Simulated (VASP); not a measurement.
# Cu (I4/mmm) in VASP: further runs

Cu is run at these levels: PBEsol; tasks: relaxation of cell and atoms.

Everything below comes from runs of VASP 6.6.1. Logs are shortened: lines on timing, memory, paths and dates and some standing lists are left out, and cuts for length are marked.

## (1) The cell of the first run

The structure is tetragonal, space group I4/mmm (No. 139). The conventional cell has a = 2.886 Å, b = 2.886 Å, c = 2.752 Å, α = 90.00°, β = 90.00°, γ = 90.00°. Cu (site symmetry 4/mmm) has 14 Cu at 2.46 to 2.89 Å within 3.2 Å.

## (2) Relaxation of cell and atoms, PBEsol

INCAR reads:

```
SYSTEM = Cu
ALGO = Normal
EDIFF = 1E-7
EDIFFG = -0.01
ENCUT = 600
GGA = PS
IBRION = 2
ISIF = 3
ISMEAR = -1
LASPH = .TRUE.
LCHARG = .FALSE.
LREAL = .FALSE.
LWAVE = .FALSE.
NELM = 100
NSW = 80
PREC = Accurate
SIGMA = 0.1
```

KPOINTS reads:

```
k-points
0
G
  13 13 13
  0 0 0
```

POSCAR reads:

```
Cu
1.0
   -1.4427930000      1.4427930000      1.3760810000
    1.4427930000     -1.4427930000      1.3760810000
    1.4427930000      1.4427930000     -1.3760810000
Cu
1
Direct
    0.0000000000      0.0000000000      0.0000000000
```

Potentials or basis: VASP PAW PBE potentials, release 64 (Cu).

On the command line:

```
> cat potpaw_PBE.64/Cu/POTCAR > POTCAR
> mpirun -np 1 vasp_std > vasp.out
```

OUTCAR:

```text
SYSTEM = Cu
   EDIFF = 1E-7
   EDIFFG = -0.01
   ENCUT = 600
   GGA = PS
   IBRION = 2
   ISIF = 3
   ISMEAR = -1
   LASPH = .TRUE.
   LREAL = .FALSE.
   NELM = 100
   NSW = 80
   PREC = Accurate

 ion  position               nearest neighbor table
   1  0.000  0.000  0.000-

  LATTYP: Found a body centered tetragonal cell.
 ALAT       =     2.8855860000
 C/A-ratio  =     0.9537619049

  Lattice vectors:

 A1 = (  -1.4427930000,   1.4427930000,   1.3760810000)
 A2 = (   1.4427930000,  -1.4427930000,   1.3760810000)
 A3 = (   1.4427930000,   1.4427930000,  -1.3760810000)

Analysis of symmetry for initial positions (statically):
=====================================================================
 Subroutine PRICEL returns:
 Original cell was already a primitive cell.

 Routine SETGRP: Setting up the symmetry group for a
 body centered tetragonal supercell.

 Subroutine GETGRP returns: Found 16 space group operations
 (whereof 16 operations were pure point group operations)
 out of a pool of 16 trial point group operations.

The static configuration has the point symmetry D_4h.

Analysis of symmetry for dynamics (positions and initial velocities):
=====================================================================
 Subroutine PRICEL returns:
 Original cell was already a primitive cell.

 Routine SETGRP: Setting up the symmetry group for a
 body centered tetragonal supercell.

 Subroutine GETGRP returns: Found 16 space group operations
 (whereof 16 operations were pure point group operations)
 out of a pool of 16 trial point group operations.

The dynamic configuration has the point symmetry D_4h.

 Subroutine INISYM returns: Found 16 space group operations
 (whereof 16 operations are pure point group operations),
 and found     1 'primitive' translations

----------------------------------------------------------------------------------------

                                     Primitive cell

  volume of cell :      11.4581

  direct lattice vectors                    reciprocal lattice vectors
    -1.442793000  1.442793000  1.376081000     0.000000000  0.346550060  0.363350704
     1.442793000 -1.442793000  1.376081000     0.346550060  0.000000000  0.363350704
     1.442793000  1.442793000 -1.376081000     0.346550060  0.346550060  0.000000000

  length of vectors
     2.461077447  2.461077447  2.461077447     0.502116199  0.502116199  0.490095794

  position of ions in fractional coordinates (direct lattice)
     0.000000000  0.000000000  0.000000000

  ion indices of the primitive-cell ions
   primitive index   ion index
                 1           1

----------------------------------------------------------------------------------------

 KPOINTS: k-points

Automatic generation of k-mesh.
 Grid dimensions read from file:
 generate k-points for:   13   13   13

 Generating k-lattice:

  Cartesian coordinates                     Fractional coordinates (reciprocal lattice)
     0.000000000  0.026657697  0.027950054     0.076923077  0.000000000  0.000000000
     0.026657697  0.000000000  0.027950054     0.000000000  0.076923077  0.000000000
     0.026657697  0.026657697  0.000000000     0.000000000  0.000000000  0.076923077

  Length of vectors
     0.038624323  0.038624323  0.037699676

  Shift w.r.t. Gamma in fractional coordinates (k-lattice)
     0.000000000  0.000000000  0.000000000

 Subroutine IBZKPT returns following result:
 ===========================================

 Found    196 irreducible k-points:

 Following reciprocal coordinates:
            Coordinates               Weight
  0.000000  0.000000  0.000000      1.000000
  0.076923 -0.000000  0.000000      8.000000
  0.153846 -0.000000  0.000000      8.000000
  0.230769  0.000000 -0.000000      8.000000
  0.307692 -0.000000  0.000000      8.000000
  0.384615  0.000000  0.000000      8.000000
[... 16 lines left out ...]
  0.384615  0.153846  0.000000     16.000000
  0.461538  0.153846  0.000000     16.000000
 [... further k-points ...]
   k-points           NKPTS =    196   k-points in BZ     NKDIM =    196   number of bands    NBANDS=      9
   number of dos      NEDOS =    301   number of ions     NIONS =      1
   total plane-waves  NPLWV =   8000
   dimension x,y,z NGX =    20 NGY =   20 NGZ =   20
   dimension x,y,z NGXF=    40 NGYF=   40 NGZF=   40
   ions per type =               1
   NGX,Y,Z   is equivalent  to a cutoff of  13.51, 13.51, 13.51 a.u.
   NGXF,Y,Z  is equivalent  to a cutoff of  27.02, 27.02, 27.02 a.u.
 SYSTEM =  Cu
   PREC   = accura    normal or accurate (medium, high low for compatibility)
   ISTART =      0    job   : 0-new  1-cont  2-samecut
   ICHARG =      2    charge: 1-file 2-atom 10-const
   ISPIN  =      1    spin polarized calculation?
   LNONCOLLINEAR =      F non collinear calculations
   LSORBIT =      F    spin-orbit coupling
   LASPH  =      T    aspherical Exc in radial PAW
   ENCUT  =  600.0 eV  44.10 Ry    6.64 a.u.   4.92  4.92  4.92*2*pi/ulx,y,z
   NELM   =    100;   NELMIN=  2; NELMDL= -5     # of ELM steps
   EDIFF  = 0.1E-06   stopping-criterion for ELM
   LREAL  =      F    real-space projection
   EDIFFG = -.1E-01   stopping-criterion for IOM
   NSW    =     80    number of steps for IOM
   IBRION =      2    ionic relax: 0-MD 1-quasi-New 2-CG
   NFREE  =      1    steps in history (QN), initial steepest desc. (CG)
   ISIF   =      3    stress and relaxation
   ISYM   =      2    0-nonsym 1-usesym 2-fastsym
   POTIM  = 0.5000    time-step for ionic-motion
   TEBEG  =    0.0;   TEEND  =   0.0 temperature during run
   PSTRESS=    0.0 pullay stress
   NELECT =      11.0000    total number of electrons
   NUPDOWN=      -1.0000    fix difference up-down
   EMIN   =  10.00;   EMAX   =-10.00  energy-range for DOS
   EFERMI =   0.00;   METHOD = LEGACY
   ISMEAR =    -1;   SIGMA  =   0.10  broadening in eV -4-tet -1-fermi 0-gaus
   EFERMI_NEDOS =   21; number of points for ismear=-14 and -15
   IALGO  =     38    algorithm
   IMIX   =      4    mixing-type and parameters
     AMIX     =   0.40;   BMIX     =  1.00
     AMIX_MAG =   1.60;   BMIX_MAG =  1.00
  volume/ion in A,a.u.               =      11.46        77.32
  Fermi-wavevector in a.u.,A,eV,Ry     =   1.614985  3.051878 35.486378  2.608175
  Thomas-Fermi vector in A             =   2.709805
   LORBIT       =      0    0 simple, 1 ext, 2 COOP (PROOUT), +10 PAW based schemes
   GGA     = PS    functional components
   LHFCALC =     F    Hartree Fock is set to
   AEXX    =    0.0000 exact exchange contribution
   IVDW    =     0    specifies the selected vdW correction
   LEPSILON=     F    determine dielectric tensor
   LRPA    =     F    only Hartree local field effects (RPA)
 conjugate gradient relaxation of ions
 non-spin polarized calculation
  energy-cutoff  :      600.00
  volume of cell :       11.46
 maximum number of plane-waves:       400
   NGX =  9   NGY =  9   NGZ =  9

--------------------------------------- Ionic step        1  -------------------------------------------

 number of electron      11.0000000 magnetization

 Free energy of the ion-electron system (eV)
  ---------------------------------------------------
  ext. energy  EPLUGINS =         0.00000000
  ---------------------------------------------------
  free energy    TOTEN  =        -4.27993803 eV

  energy without entropy =       -4.27060906  energy(sigma->0) =       -4.27527355

------------------------ aborting loop because EDIFF is reached ----------------------------------------

  FORCE on cell =-STRESS in cart. coord.  units (eV):
  Direction    XX          YY          ZZ          XY          YZ          ZX
  --------------------------------------------------------------------------------------
  -------------------------------------------------------------------------------------
  Total       -0.0397359     -0.0397359     -0.0397841      0.0000000     -0.0000000      0.0000000
  in kB       -5.5562512     -5.5562512     -5.5629929      0.0000000     -0.0000000      0.0000000
  external PRESSURE =      -5.5584985 kB  Pullay stress =       0.0000000 kB

 VOLUME and BASIS-vectors are now :
 -----------------------------------------------------------------------------
  energy-cutoff  :      600.00
  volume of cell :       11.46
      direct lattice vectors                 reciprocal lattice vectors
    -1.442793000  1.442793000  1.376081000     0.000000000  0.346550060  0.363350704
     1.442793000 -1.442793000  1.376081000     0.346550060  0.000000000  0.363350704
     1.442793000  1.442793000 -1.376081000     0.346550060  0.346550060  0.000000000
[... 36 lines left out ...]
 POSITION                                       TOTAL-FORCE (eV/Angst)
 -----------------------------------------------------------------------------------
      1.44003      1.44003      1.37344         0.000000      0.000000     -0.000000
 -----------------------------------------------------------------------------------
    total drift:                                0.000000     -0.000000      0.000000

  FREE ENERGIE OF THE ION-ELECTRON SYSTEM (eV)
  ---------------------------------------------------
  free  energy   TOTEN  =        -4.2799825906 eV

  energy  without entropy=       -4.2706778877  energy(sigma->0) =       -4.27533024

--------------------------------------- Ionic step        3  -------------------------------------------

 number of electron      11.0000000 magnetization

 Free energy of the ion-electron system (eV)
  ---------------------------------------------------
  ext. energy  EPLUGINS =         0.00000000
  ---------------------------------------------------
  free energy    TOTEN  =        -4.28001050 eV

  energy without entropy =       -4.27069650  energy(sigma->0) =       -4.27535350

 E-fermi :   7.7730     XC(G=0): -13.1072

 val. band max:        7.7442384756   @ k =  -0.3077   0.4615   0.0769
 cond. band min:       7.7828180694   @ k =  -0.2308   0.4615   0.0769
 fundamental gap:      0.0385795938
 Fermi energy:         7.7730174067

 k-point     1 :       0.0000    0.0000    0.0000
  band No.  band energies     occupation
      1      -1.8182      2.00000
      2       4.4946      2.00000
      3       4.6930      2.00000
      4       4.6930      2.00000
      5       5.5777      2.00000
      6       5.7874      2.00000
      7      32.7157      0.00000
      8      32.7157      0.00000
      9      33.9622      0.00000

 k-point     2 :       0.0769   -0.0000    0.0000
  band No.  band energies     occupation
      1      -1.5809      2.00000
      2       4.4999      2.00000
      3       4.6860      2.00000
      4       4.7324      2.00000
      5       5.5778      2.00000
      6       5.7540      2.00000
      7      31.1625      0.00000
      8      32.1341      0.00000
      9      32.4354      0.00000
[... 253 lines left out ...]
 k-point    24 :       0.4615    0.1538    0.0000
  band No.  band energies     occupation
      1       2.9532      2.00000
      2       3.8673      2.00000
      3       4.9864      2.00000
      4       5.6608      2.00000
      5       6.0024      2.00000
      6       8.7037      0.00018
      7      13.3711      0.00000
      8      20.0591      0.00000
      9      25.1947      0.00000

 [... further k-points ...]

------------------------ aborting loop because EDIFF is reached ----------------------------------------

  FORCE on cell =-STRESS in cart. coord.  units (eV):
  Direction    XX          YY          ZZ          XY          YZ          ZX
  --------------------------------------------------------------------------------------
  -------------------------------------------------------------------------------------
  Total        0.0007887      0.0007887      0.0024010      0.0000000      0.0000000      0.0000000
  in kB        0.1106741      0.1106741      0.3369339      0.0000000      0.0000000      0.0000000
  external PRESSURE =       0.1860940 kB  Pullay stress =       0.0000000 kB

 VOLUME and BASIS-vectors are now :
 -----------------------------------------------------------------------------
  energy-cutoff  :      600.00
  volume of cell :       11.42
      direct lattice vectors                 reciprocal lattice vectors
    -1.441066673  1.441066673  1.374432497     0.000000000  0.346965210  0.363786509
     1.441066673 -1.441066673  1.374432497     0.346965210  0.000000000  0.363786509
     1.441066673  1.441066673 -1.374432497     0.346965210  0.346965210  0.000000000

 POSITION                                       TOTAL-FORCE (eV/Angst)
 -----------------------------------------------------------------------------------
      0.00000      0.00000      0.00000         0.000000      0.000000      0.000000
 -----------------------------------------------------------------------------------
    total drift:                                0.000000     -0.000000      0.000000

  FREE ENERGIE OF THE ION-ELECTRON SYSTEM (eV)
  ---------------------------------------------------
  free  energy   TOTEN  =        -4.2800104959 eV

  energy  without entropy=       -4.2706964966  energy(sigma->0) =       -4.27535350

 reached required accuracy - stopping structural energy minimisation
```

Wall time 66 s (1 thread of Intel Xeon 8259CL, shared host); peak memory 0.15 GiB.

What came out:

- Free energy: -4.2800 eV
- Relaxed volume: 11.42 Å³/atom
- Relaxed cell: a = 2.458 Å, b = 2.458 Å, c = 2.458 Å, α = 108.22°, β = 108.22°, γ = 112.01°
- Space group after relaxing (to 0.1 Å): I4/mmm (No. 139)
- Energy gained by relaxing: 0.1 meV/atom
- Ionic steps: 3
- Pressure after relaxing: 0.0 GPa
- Band gap on the k mesh: zero (an odd number of electrons rules out a gap without spin polarisation)

Final structure:
```xyz
1
Lattice="-1.4411 1.4411 1.3744 1.4411 -1.4411 1.3744 1.4411 1.4411 -1.3744" Properties=species:S:1:pos:R:3 pbc="T T T"
Cu    0.0000    0.0000    0.0000
```

Caveat: the PAW data sets were made with another functional, which shifts forces and pressure a little.

## (3) Relaxation of cell and atoms, PBEsol, target pressure 5 GPa, at which the enthalpy is minimised

INCAR reads:

```
  PREC = Accurate
  ENCUT = 600
  EDIFF = 1E-6
  ISMEAR = -1
  SIGMA = 0.1
  LREAL = F
  LASPH = T
  NELM = 60
  ALGO = Normal
  ISIF = 3
  LWAVE = F
  LCHARG = F
  GGA = PS
  IBRION = 2
  NSW = 80
  EDIFFG = -0.01
  PSTRESS = 50.0
```

KPOINTS reads:

```
regular mesh
0
Gamma
  13 13 13
```

POSCAR is that of step 2.

Potentials or basis: VASP PAW PBE potentials, release 64 (Cu).

On the command line:

```
> cat potpaw_PBE.64/Cu/POTCAR > POTCAR
> mpirun -np 1 vasp_std > vasp.out
```

It took 1.9 min on 1 thread of Intel Xeon 8259CL, shared host; peak memory 0.15 GiB.

It converged, with:

```
Free energy                                                : -4.2753 eV
Relaxed volume                                             : 11.10 Å³/atom
Relaxed cell                                               : a = 2.435 Å, b = 2.435 Å, c = 2.435 Å, α = 108.40°, β = 108.40°, γ = 111.65°
Space group after relaxing (to 0.1 Å)                      : I4/mmm (No. 139)
Energy change on relaxing (the run minimises the enthalpy) : +4.7 meV/atom
Ionic steps                                                : 7
Pressure after relaxing                                    : 4.9 GPa
Band gap on the k mesh                                     : zero (an odd number of electrons rules out a gap without spin polarisation)
```

Stress tensor (GPa, compression positive):
```
4.89 0.00 0.00
0.00 4.89 0.00
0.00 0.00 5.04
```

Step by step:
| step | energy change (eV) | largest force (eV/Å) | pressure (GPa) | volume (Å³) |
| --- | --- | --- | --- | --- |
| 1 | 0.0000 | 0.0000 | -0.51 | 11.46 |
| 2 | 0.0176 | 0.0000 | 9.98 | 10.82 |
| 3 | 0.0049 | 0.0000 | 5.05 | 11.09 |
| 4 | 0.0046 | 0.0000 | 4.92 | 11.10 |
| 5 | 0.0046 | 0.0000 | 4.89 | 11.10 |
| 6 | 0.0046 | 0.0000 | 4.91 | 11.10 |
| 7 | 0.0047 | 0.0000 | 4.94 | 11.10 |

Final structure:
```
Cu
1.0
    -1.42421    1.42421    1.36764
     1.42421   -1.42421    1.36764
     1.42421    1.42421   -1.36764
Cu
1
Direct
  0.00000 0.00000 0.00000
```

Levels at points of the mesh, in eV from the Fermi level:
```csv
k point,band 3,band 4,band 5,band 6,band 7,band 8,band 9
"(0.00, 0.00, 0.00)",-3.19,-3.19,-2.23,-2.05,25.31,25.31,26.36
```

Caveat: the cell is relaxed towards a set pressure, so the run minimises the enthalpy, not the energy; the PAW data sets were made with another functional, which shifts forces and pressure a little.

## (4) Relaxation of cell and atoms, PBEsol, target pressure 10 GPa, at which the enthalpy is minimised

INCAR reads:

```
PREC = Accurate
ENCUT = 600
EDIFF = 1E-6
ISMEAR = -1
SIGMA = 0.1
LREAL = F
LASPH = T
NELM = 60
ALGO = Normal
ISIF = 3
LWAVE = F
LCHARG = F
GGA = PS
IBRION = 2
NSW = 80
EDIFFG = -0.01
PSTRESS = 100.0
```

KPOINTS reads:

```
Automatic mesh
0
Gamma
  13 13 13
```

POSCAR is that of step 3.

On the command line:

```
> cat potpaw_PBE.64/Cu/POTCAR > POTCAR
> mpirun -np 1 vasp_std > vasp.out
```

Wall time 2.5 min (1 thread of Intel Xeon 8259CL, shared host); peak memory 0.15 GiB.

Results (log left out):

```yaml
Free_energy: -4.2622 eV
Relaxed_volume: 10.81 Å³/atom
Relaxed_cell: a = 2.413 Å, b = 2.413 Å, c = 2.413 Å, α = 108.87°, β = 108.87°, γ = 110.69°
Space_group_after_relaxing_to_0.1_Å: Im-3m (No. 229)
Energy_change_on_relaxing_the_run_minimises_the_enthalpy: +17.7 meV/atom
Ionic_steps: 10
Pressure_after_relaxing: 10.0 GPa
Band_gap_on_the_k_mesh: zero (an odd number of electrons rules out a gap without spin polarisation)
```

Step by step:
| step | energy change (eV) | largest force (eV/Å) | pressure (GPa) | volume (Å³) |
| --- | --- | --- | --- | --- |
| 1 | 0.0000 | 0.0000 | -0.51 | 11.46 |
| 2 | 0.0735 | 0.0000 | 22.70 | 10.26 |
| 3 | 0.0175 | 0.0000 | 9.93 | 10.82 |
| 4 | 0.0183 | 0.0000 | 10.17 | 10.81 |
| 5 | 0.0173 | 0.0000 | 9.88 | 10.82 |
| 6 | 0.0169 | 0.0000 | 9.75 | 10.83 |
| 7 | 0.0169 | 0.0000 | 9.76 | 10.83 |
| 8 | 0.0170 | 0.0000 | 9.79 | 10.83 |
| 9 | 0.0172 | 0.0000 | 9.87 | 10.82 |
| 10 | 0.0177 | 0.0000 | 9.98 | 10.81 |

Final structure:
```cif
data_structure
_symmetry_space_group_name_H-M 'P 1'
_symmetry_Int_Tables_number 1
_cell_length_a 2.4130
_cell_length_b 2.4130
_cell_length_c 2.4130
_cell_angle_alpha 108.865
_cell_angle_beta 108.865
_cell_angle_gamma 110.690
_cell_volume 10.81
loop_
_atom_site_label
_atom_site_type_symbol
_atom_site_fract_x
_atom_site_fract_y
_atom_site_fract_z
_atom_site_occupancy
Cu1 Cu 0.00000 0.00000 0.00000 1
```

Levels at points of the mesh, in eV from the Fermi level:
| k point | band 4 | band 5 | band 6 | band 7 | band 8 | band 9 |
| --- | --- | --- | --- | --- | --- | --- |
| (0.00, 0.00, 0.00) | -3.31 | -2.24 | -2.13 | 25.75 | 25.75 | 26.32 |

Caveat: the cell is relaxed towards a set pressure, so the run minimises the enthalpy, not the energy; the PAW data sets were made with another functional, which shifts forces and pressure a little.

(Continued in part 2 of 2.)
